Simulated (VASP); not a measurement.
# CsTlH4 (P4/mmm) in VASP: further runs

CsTlH4 is run at these levels: PBE; tasks: single point, relaxation of cell and atoms.

Program: VASP 6.6.1. These are calculated values, not measurements. Logs are shortened: lines on timing, memory, paths and dates and some standing lists are left out, and cuts for length are marked.

### 1 The cell of the first run

Symmetry: P4/mmm, No. 123, tetragonal system. The conventional cell has a = 4.058 Å, b = 4.058 Å, c = 6.469 Å, α = 90.00°, β = 90.00°, γ = 90.00°. Cs (site symmetry 4/mmm) has 8 H at 3.01 Å and 4 Cs at 4.06 Å within 4.1 Å. Tl (site symmetry 4/mmm) has 8 H at 2.27 Å within 3.0 Å. H (site symmetry 2mm) has 1 H at 2.02 Å and 2 Tl at 2.27 Å within 2.7 Å.

### 2 Single point, PBE

INCAR reads:

```
PREC     = Accurate       # precision mode
ENCUT    = 520            # plane-wave cutoff, eV
EDIFF    = 1E-6           # SCF threshold, eV
ISMEAR   = 0              # smearing method
SIGMA    = 0.1            # smearing width, eV
LREAL    = False          # projectors in reciprocal space
LASPH    = True           # aspherical terms in the spheres
NELM     = 80             # most SCF steps
ALGO     = Normal         # electronic algorithm
ISIF     = 2              # what is computed and relaxed
LWAVE    = False          # write WAVECAR
LCHARG   = True           # write CHGCAR
GGA      = PE             # functional
LELF     = True           # ELF
LVHAR    = True         
NBANDS   = 22             # bands
```

KPOINTS reads:

```
regular mesh
0
Gamma
  4 4 4
```

POSCAR reads:

```
CsTlH4
1.0
    4.0583435012      0.0000000000      0.0000000000
    0.0000000000      4.0583435012      0.0000000000
    0.0000000000      0.0000000000      6.4687113021
Cs Tl H
1 1 4
Direct
    0.5000000000      0.5000000000      0.5000000000
    0.0000000000      0.0000000000      0.0000000000
    0.5000000000      0.0000000000      0.1558748399
    0.0000000000      0.5000000000      0.8441251601
    0.5000000000      0.0000000000      0.8441251601
    0.0000000000      0.5000000000      0.1558748399
```

Potentials or basis: VASP PAW PBE potentials, release 64 (Cs_sv, Tl_d, H).

Command:

```console
$ cat potpaw_PBE.64/Cs_sv/POTCAR potpaw_PBE.64/Tl_d/POTCAR potpaw_PBE.64/H/POTCAR > POTCAR
$ mpirun -np 1 vasp_std > vasp.out
```

OUTCAR:

```text
PREC = Accurate
   ENCUT = 520
   EDIFF = 1E-6
   ISMEAR = 0
   LREAL = False
   LASPH = True
   NELM = 80
   ISIF = 2
   GGA = PE

 ion  position               nearest neighbor table
   1  0.500  0.500  0.500-
   2  0.000  0.000  0.000-   3 2.27   4 2.27   5 2.27   6 2.27   4 2.27   6 2.27   3 2.27   5 2.27

   3  0.500  0.000  0.156-   2 2.27   2 2.27
   4  0.000  0.500  0.844-   2 2.27   2 2.27
   5  0.500  0.000  0.844-   2 2.27   2 2.27
   6  0.000  0.500  0.156-   2 2.27   2 2.27

  LATTYP: Found a simple tetragonal cell.
 ALAT       =     4.0583435012
 C/A-ratio  =     1.5939289762

  Lattice vectors:

 A1 = (   4.0583435012,   0.0000000000,   0.0000000000)
 A2 = (   0.0000000000,   4.0583435012,   0.0000000000)
 A3 = (   0.0000000000,   0.0000000000,   6.4687113021)

Analysis of symmetry for initial positions (statically):
=====================================================================
 Subroutine PRICEL returns:
 Original cell was already a primitive cell.

 Routine SETGRP: Setting up the symmetry group for a
 simple tetragonal supercell.

 Subroutine GETGRP returns: Found 16 space group operations
 (whereof 16 operations were pure point group operations)
 out of a pool of 16 trial point group operations.

The static configuration has the point symmetry D_4h.

Analysis of symmetry for dynamics (positions and initial velocities):
=====================================================================
 Subroutine PRICEL returns:
 Original cell was already a primitive cell.

 Routine SETGRP: Setting up the symmetry group for a
 simple tetragonal supercell.

 Subroutine GETGRP returns: Found 16 space group operations
 (whereof 16 operations were pure point group operations)
 out of a pool of 16 trial point group operations.

The dynamic configuration has the point symmetry D_4h.

 Subroutine INISYM returns: Found 16 space group operations
 (whereof 16 operations are pure point group operations),
 and found     1 'primitive' translations

----------------------------------------------------------------------------------------

                                     Primitive cell

  volume of cell :     106.5407

  direct lattice vectors                    reciprocal lattice vectors
     4.058343501  0.000000000  0.000000000     0.246405953  0.000000000  0.000000000
     0.000000000  4.058343501  0.000000000     0.000000000  0.246405953  0.000000000
     0.000000000  0.000000000  6.468711302     0.000000000  0.000000000  0.154590297

  length of vectors
     4.058343501  4.058343501  6.468711302     0.246405953  0.246405953  0.154590297

  position of ions in fractional coordinates (direct lattice)
     0.500000000  0.500000000  0.500000000
     0.000000000  0.000000000  0.000000000
     0.500000000  0.000000000  0.155874840
     0.000000000  0.500000000  0.844125160
     0.500000000  0.000000000  0.844125160
     0.000000000  0.500000000  0.155874840

  ion indices of the primitive-cell ions
   primitive index   ion index
                 1           1
                 2           2
                 3           3
                 4           4
                 5           5
                 6           6

----------------------------------------------------------------------------------------

 KPOINTS: regular mesh

Automatic generation of k-mesh.
 Grid dimensions read from file:
 generate k-points for:    4    4    4

 Generating k-lattice:

  Cartesian coordinates                     Fractional coordinates (reciprocal lattice)
     0.061601488  0.000000000  0.000000000     0.250000000  0.000000000  0.000000000
     0.000000000  0.061601488  0.000000000     0.000000000  0.250000000  0.000000000
     0.000000000  0.000000000  0.038647574     0.000000000  0.000000000  0.250000000

  Length of vectors
     0.061601488  0.061601488  0.038647574

  Shift w.r.t. Gamma in fractional coordinates (k-lattice)
     0.000000000  0.000000000  0.000000000

 Subroutine IBZKPT returns following result:
 ===========================================

 Found     18 irreducible k-points:

 Following reciprocal coordinates:
            Coordinates               Weight
  0.000000  0.000000  0.000000      1.000000
  0.250000  0.000000  0.000000      4.000000
  0.500000  0.000000  0.000000      2.000000
  0.250000  0.250000  0.000000      4.000000
  0.500000  0.250000  0.000000      4.000000
  0.500000  0.500000  0.000000      1.000000
[... 10 lines left out ...]
  0.500000  0.250000  0.500000      4.000000
  0.500000  0.500000  0.500000      1.000000
   k-points           NKPTS =     18   k-points in BZ     NKDIM =     18   number of bands    NBANDS=     22
   number of dos      NEDOS =    301   number of ions     NIONS =      6
   total plane-waves  NPLWV =  43200
   dimension x,y,z NGX =    30 NGY =   30 NGZ =   48
   dimension x,y,z NGXF=    60 NGYF=   60 NGZF=   96
   ions per type =               1   1   4
   NGX,Y,Z   is equivalent  to a cutoff of  12.29, 12.29, 12.34 a.u.
   NGXF,Y,Z  is equivalent  to a cutoff of  24.58, 24.58, 24.67 a.u.
 SYSTEM =  unknown system
   PREC   = accura    normal or accurate (medium, high low for compatibility)
   ISTART =      0    job   : 0-new  1-cont  2-samecut
   ICHARG =      2    charge: 1-file 2-atom 10-const
   ISPIN  =      1    spin polarized calculation?
   LNONCOLLINEAR =      F non collinear calculations
   LSORBIT =      F    spin-orbit coupling
   LASPH  =      T    aspherical Exc in radial PAW
   ENCUT  =  520.0 eV  38.22 Ry    6.18 a.u.   7.55  7.55 12.03*2*pi/ulx,y,z
   NELM   =     80;   NELMIN=  2; NELMDL= -5     # of ELM steps
   EDIFF  = 0.1E-05   stopping-criterion for ELM
   LREAL  =      F    real-space projection
   EDIFFG = 0.1E-04   stopping-criterion for IOM
   NSW    =      0    number of steps for IOM
   IBRION =     -1    ionic relax: 0-MD 1-quasi-New 2-CG
   NFREE  =      0    steps in history (QN), initial steepest desc. (CG)
   ISIF   =      2    stress and relaxation
   ISYM   =      2    0-nonsym 1-usesym 2-fastsym
   POTIM  = 0.5000    time-step for ionic-motion
   TEBEG  =    0.0;   TEEND  =   0.0 temperature during run
   PSTRESS=    0.0 pullay stress
   NELECT =      26.0000    total number of electrons
   NUPDOWN=      -1.0000    fix difference up-down
   EMIN   =  10.00;   EMAX   =-10.00  energy-range for DOS
   EFERMI =   0.00;   METHOD = LEGACY
   ISMEAR =     0;   SIGMA  =   0.10  broadening in eV -4-tet -1-fermi 0-gaus
   EFERMI_NEDOS =   21; number of points for ismear=-14 and -15
   IALGO  =     38    algorithm
   IMIX   =      4    mixing-type and parameters
     AMIX     =   0.40;   BMIX     =  1.00
     AMIX_MAG =   1.60;   BMIX_MAG =  1.00
  volume/ion in A,a.u.               =      17.76       119.83
  Fermi-wavevector in a.u.,A,eV,Ry     =   1.023044  1.933272 14.240106  1.046618
  Thomas-Fermi vector in A             =   2.156756
   LORBIT       =      0    0 simple, 1 ext, 2 COOP (PROOUT), +10 PAW based schemes
   GGA     = PE    functional components
   LHFCALC =     F    Hartree Fock is set to
   AEXX    =    0.0000 exact exchange contribution
   IVDW    =     0    specifies the selected vdW correction
   LEPSILON=     F    determine dielectric tensor
   LRPA    =     F    only Hartree local field effects (RPA)
 non-spin polarized calculation
 Gauss-broadening in eV      SIGMA  =   0.10
  energy-cutoff  :      520.00
  volume of cell :      106.54
 maximum number of plane-waves:      2897
   NGX = 15   NGY = 15   NGZ = 25

 number of electron      26.0000000 magnetization

 Free energy of the ion-electron system (eV)
  ---------------------------------------------------
  ext. energy  EPLUGINS =         0.00000000
  ---------------------------------------------------
  free energy    TOTEN  =       -13.27782592 eV

  energy without entropy =      -13.26968213  energy(sigma->0) =      -13.27375402

 E-fermi :   1.6203     XC(G=0):  -8.2705

 val. band max:        1.5645695617   @ k =   0.2500   0.2500   0.0000
 cond. band min:       1.7121591433   @ k =   0.2500   0.0000   0.5000
 fundamental gap:      0.1475895816
 Fermi energy:         1.6203357775

 k-point     1 :       0.0000    0.0000    0.0000
  band No.  band energies     occupation
      1     -20.1773      2.00000
      2      -8.9877      2.00000
      3      -8.7199      2.00000
      4      -8.6200      2.00000
      5      -8.6200      2.00000
      6      -8.5176      2.00000
[... 14 lines left out ...]
     21       9.6311      0.00000
     22       9.7007      0.00000

 k-point     2 :       0.2500    0.0000    0.0000
  band No.  band energies     occupation
      1     -20.1341      2.00000
      2      -8.9096      2.00000
      3      -8.7198      2.00000
      4      -8.6686      2.00000
      5      -8.6170      2.00000
      6      -8.5411      2.00000
[... 14 lines left out ...]
     21       8.6733      0.00000
     22       8.9861      0.00000

 k-point     3 :       0.5000    0.0000    0.0000
  band No.  band energies     occupation
      1     -20.0900      2.00000
      2      -8.8641      2.00000
      3      -8.8100      2.00000
      4      -8.6140      2.00000
      5      -8.6082      2.00000
      6      -8.5643      2.00000
[... 14 lines left out ...]
     21       8.5762      0.00000
     22       8.9002      0.00000
[... 326 lines left out ...]
 k-point    17 :       0.5000    0.2500    0.5000
  band No.  band energies     occupation
      1     -20.0483      2.00000
      2      -8.7878      2.00000
      3      -8.7120      2.00000
      4      -8.6975      2.00000
      5      -8.5987      2.00000
      6      -8.5826      2.00000
[... 14 lines left out ...]
     21       8.5729      0.00000
     22      10.4015      0.00000

 k-point    18 :       0.5000    0.5000    0.5000
  band No.  band energies     occupation
      1     -20.0060      2.00000
      2      -8.7998      2.00000
      3      -8.7998      2.00000
      4      -8.6323      2.00000
      5      -8.5915      2.00000
      6      -8.5209      2.00000
[... 14 lines left out ...]
     21      10.5967      0.00000
     22      11.5533      0.00000

------------------------ aborting loop because EDIFF is reached ----------------------------------------

  FORCE on cell =-STRESS in cart. coord.  units (eV):
  Direction    XX          YY          ZZ          XY          YZ          ZX
  --------------------------------------------------------------------------------------
  -------------------------------------------------------------------------------------
  Total       -0.0304960     -0.0304960     -0.0599882      0.0000000      0.0000000      0.0000000
  in kB       -0.4586039     -0.4586039     -0.9021139      0.0000000      0.0000000      0.0000000
  external PRESSURE =      -0.6064405 kB  Pullay stress =       0.0000000 kB

 VOLUME and BASIS-vectors are now :
 -----------------------------------------------------------------------------
  energy-cutoff  :      520.00
  volume of cell :      106.54
      direct lattice vectors                 reciprocal lattice vectors
     4.058343501  0.000000000  0.000000000     0.246405953  0.000000000  0.000000000
     0.000000000  4.058343501  0.000000000     0.000000000  0.246405953  0.000000000
     0.000000000  0.000000000  6.468711302     0.000000000  0.000000000  0.154590297

 POSITION                                       TOTAL-FORCE (eV/Angst)
 -----------------------------------------------------------------------------------
      2.02917      2.02917      3.23436         0.000000     -0.000000      0.000000
      0.00000      0.00000      0.00000         0.000000     -0.000000      0.000000
      2.02917      0.00000      1.00831         0.000000     -0.000000     -0.010897
      0.00000      2.02917      5.46040         0.000000      0.000000      0.010897
      2.02917      0.00000      5.46040        -0.000000     -0.000000      0.010897
      0.00000      2.02917      1.00831         0.000000      0.000000     -0.010897
 -----------------------------------------------------------------------------------
    total drift:                               -0.000000     -0.000000     -0.000000

  FREE ENERGIE OF THE ION-ELECTRON SYSTEM (eV)
  ---------------------------------------------------
  free  energy   TOTEN  =       -13.2778259165 eV

  energy  without entropy=      -13.2696821254  energy(sigma->0) =      -13.27375402
```

Run time: 18 s. Hardware: 1 thread of AMD EPYC 9R45 (Zen 5), shared host; peak memory 0.18 GiB.

Results:

* Free energy: -13.2778 eV
* Pressure: -0.1 GPa
* Largest force: 0.011 eV/Å
* Band gap on the k mesh: zero (bands 13 and 14 overlap by 1.19 eV)

Forces in eV/Å, atoms in the order of the input:
```
Cs   0.000  0.000  0.000
Tl   0.000  0.000  0.000
H    0.000  0.000 -0.011
H    0.000  0.000  0.011
H    0.000  0.000  0.011
H    0.000  0.000 -0.011
```

Caveat: the k points lie up to 0.39 Å⁻¹ apart, too coarse for converged energies and pressures of a metal; spin-orbit coupling is left out, which moves the levels of the heavy elements.

### 3 Relaxation of cell and atoms, PBE

This run uses another cell than the first one, of 28.43 Å³/atom.

INCAR reads:

```
PREC     = Accurate       # precision mode
ENCUT    = 600            # plane-wave cutoff, eV
EDIFF    = 1E-7           # SCF threshold, eV
ISMEAR   = 0              # smearing method
SIGMA    = 0.1            # smearing width, eV
LREAL    = False          # projectors in reciprocal space
LASPH    = True           # aspherical terms in the spheres
NELM     = 100            # most SCF steps
ALGO     = Normal         # electronic algorithm
ISIF     = 3              # what is computed and relaxed
LWAVE    = False          # write WAVECAR
LCHARG   = False          # write CHGCAR
GGA      = PE             # functional
IBRION   = 2              # ionic algorithm
NSW      = 90             # ionic steps
EDIFFG   = -0.04          # ionic threshold
```

KPOINTS reads:

```
Automatic mesh
0
Gamma
  4 4 4
```

POSCAR reads:

```
CsTlH4
1.0
    4.9410480600      0.0000000000      0.0000000000
    0.0000000000      4.9410480600      0.0000000000
    0.0000000000      0.0000000000      6.9876971800
Cs Tl H
1 1 4
Direct
    0.5000000000      0.5000000000      0.5000000000
    0.0000000000      0.0000000000      0.0000000000
    0.5000000000      0.0000000000      0.2500000000
    0.0000000000      0.5000000000      0.7500000000
    0.5000000000      0.0000000000      0.7500000000
    0.0000000000      0.5000000000      0.2500000000
```

Potentials or basis: VASP PAW PBE potentials, release 64 (Cs_sv, Tl_d, H).

Command:

```console
$ cat potpaw_PBE.64/Cs_sv/POTCAR potpaw_PBE.64/Tl_d/POTCAR potpaw_PBE.64/H/POTCAR > POTCAR
$ mpirun -np 1 vasp_std > vasp.out
```

Wall time 5 min (1 thread of AMD EPYC 9R45 (Zen 5), shared host); peak memory 0.31 GiB.

Results (log left out):

```
Free energy                           : -13.2707 eV
Relaxed volume                        : 16.97 Å³/atom
Relaxed cell                          : a = 3.922 Å, b = 3.922 Å, c = 6.618 Å, α = 90.00°, β = 90.00°, γ = 90.00°
Space group after relaxing (to 0.1 Å) : P4/mmm (No. 123)
Energy gained by relaxing             : 343.7 meV/atom
Ionic steps                           : 12
Pressure after relaxing               : 0.2 GPa
Largest force after relaxing          : 0.019 eV/Å
Band gap on the k mesh                : zero (bands 13 and 14 overlap by 1.33 eV)
```

Forces in eV/Å, atoms in the order of the input:
```
Cs   0.000  0.000  0.000
Tl   0.000  0.000  0.000
H    0.000  0.000  0.019
H    0.000  0.000 -0.019
H    0.000  0.000 -0.019
H    0.000  0.000  0.019
```

Stress tensor (GPa, compression positive):
```
 0.27  0.00  0.00
 0.00  0.27  0.00
 0.00  0.00 -0.01
```

Step by step:
| step | energy change (eV) | largest force (eV/Å) | pressure (GPa) | volume (Å³) |
| --- | --- | --- | --- | --- |
| 1 | 0.0000 | 0.4265 | -2.67 | 170.60 |
| 2 | -0.2312 | 0.4907 | -2.75 | 159.15 |
| 3 | -0.8898 | 0.6353 | -2.47 | 127.90 |
| 4 | -0.7954 | 0.6640 | 10.91 | 78.22 |
| 5 | -1.2079 | 0.6867 | -0.93 | 107.48 |
| 6 | -1.2391 | 0.6958 | 2.90 | 92.22 |
| 7 | -1.2688 | 0.6962 | 1.06 | 97.85 |
| 8 | -1.5513 | 0.5711 | 2.24 | 93.50 |
| 9 | -1.3884 | 0.5493 | 11.08 | 80.72 |
| 10 | -1.7382 | 0.2601 | 4.13 | 88.99 |
| 11 | -1.9970 | 0.0932 | 1.63 | 95.47 |
| 12 | -2.0625 | 0.0190 | 0.18 | 101.81 |

Final structure:
```yaml
crystal:
  lattice:
    - [3.92220, 0.00000, 0.00000]
    - [0.00000, 3.92220, 0.00000]
    - [0.00000, 0.00000, 6.61781]
  atoms:
    - { symbol: Cs, position: [0.50000, 0.50000, 0.50000] }
    - { symbol: Tl, position: [0.00000, 0.00000, 0.00000] }
    - { symbol: H, position: [0.50000, 0.00000, 0.16957] }
    - { symbol: H, position: [0.00000, 0.50000, 0.83043] }
    - { symbol: H, position: [0.50000, 0.00000, 0.83043] }
    - { symbol: H, position: [0.00000, 0.50000, 0.16957] }
```

Levels at points of the mesh, in eV from the Fermi level:
| k point | band 9 | band 10 | band 11 | band 12 | band 13 | band 14 | band 15 | band 16 | band 17 |
| --- | --- | --- | --- | --- | --- | --- | --- | --- | --- |
| (0.00, 0.00, 0.00) | -8.10 | -7.98 | -2.66 | -0.44 | 0.56 | 1.57 | 3.66 | 4.15 | 4.57 |
| (0.50, 0.00, 0.00) | -7.97 | -6.11 | -4.24 | -2.47 | 0.01 | 2.68 | 3.33 | 5.03 | 6.29 |
| (0.50, 0.50, 0.00) | -8.17 | -4.05 | -3.52 | -3.52 | -0.77 | -0.77 | 2.40 | 2.64 | 3.73 |
| (0.00, 0.00, 0.50) | -8.09 | -7.01 | -3.75 | -0.13 | 0.07 | 2.57 | 4.08 | 4.09 | 4.09 |
| (0.50, 0.00, 0.50) | -7.97 | -6.38 | -3.72 | -1.70 | -0.89 | 1.89 | 4.11 | 5.37 | 6.55 |
| (0.50, 0.50, 0.50) | -8.17 | -4.00 | -3.89 | -3.89 | 0.08 | 0.08 | 0.93 | 5.11 | 5.13 |

Caveat: the volume moved by over 15 % at a fixed basis, so the end points are rough; spin-orbit coupling is left out, which moves the levels of the heavy elements.
